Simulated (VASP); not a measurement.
**Rb3Mg: single point with PBE**

The system is Rb3Mg.

```
Rb Mg
1.0
     4.12774    0.00000    0.00000
     0.00000    4.12774    0.00000
     0.00000    0.00000    8.36531
Rb Mg
3 1
Direct
  0.00000 0.00000 0.74742
  0.00000 0.00000 0.25258
  0.50000 0.50000 0.00000
  0.50000 0.50000 0.50000
```

```json
{
 "Program": "VASP 6.6.1",
 "Task": "single point",
 "Functional": "PBE",
 "Potentials or basis": "VASP PAW PBE potentials, release 64 (Rb_sv, Mg)",
 "Cutoff": "520 eV",
 "k mesh": "4 × 4 × 2",
 "Occupations": "gaussian, width 0.1 eV",
 "Spin": "no spin polarisation",
 "Dipole correction": "no",
 "Further INCAR settings": "ALGO = Fast; EDIFF = 1e-07; NBANDS = 22"
}
```

```yaml
Pressure: 8.3 GPa
Largest_force: 0.665 eV/Å
```

Forces on the atoms (eV/Å):
```
Rb   0.000  0.000 -0.665
Rb   0.000  0.000  0.665
Rb   0.000  0.000  0.000
Mg   0.000  0.000  0.000
```

Stress tensor (GPa, compression positive):
```
8.44 0.00 0.00
0.00 8.44 0.00
0.00 0.00 8.09
```

Levels at points of the mesh, in eV from the Fermi level:
| k point | band 13 | band 14 | band 15 | band 16 | band 17 | band 18 |
| --- | --- | --- | --- | --- | --- | --- |
| (0.00, 0.00, 0.00) | -4.14 | -1.13 | -1.03 | 0.32 | 0.66 | 2.37 |
| (0.50, 0.00, 0.00) | -2.39 | -1.22 | -0.20 | 0.30 | 1.07 | 1.90 |
| (0.50, 0.50, 0.00) | -1.77 | -0.02 | -0.02 | 0.04 | 0.42 | 2.13 |
| (0.00, 0.00, 0.50) | -3.78 | -2.43 | -0.26 | 0.43 | 1.43 | 1.72 |
| (0.50, 0.00, 0.50) | -2.32 | -1.21 | -0.18 | 0.57 | 0.60 | 1.74 |
| (0.50, 0.50, 0.50) | -1.43 | -0.43 | 0.01 | 0.01 | 0.45 | 2.14 |

Run time: 74 s on 1 thread of AMD EPYC 7R43 64-Core Processor (Zen 3), on a shared host, peak memory 0.2 GiB.

Caveat: the k points lie up to 0.38 Å⁻¹ apart.
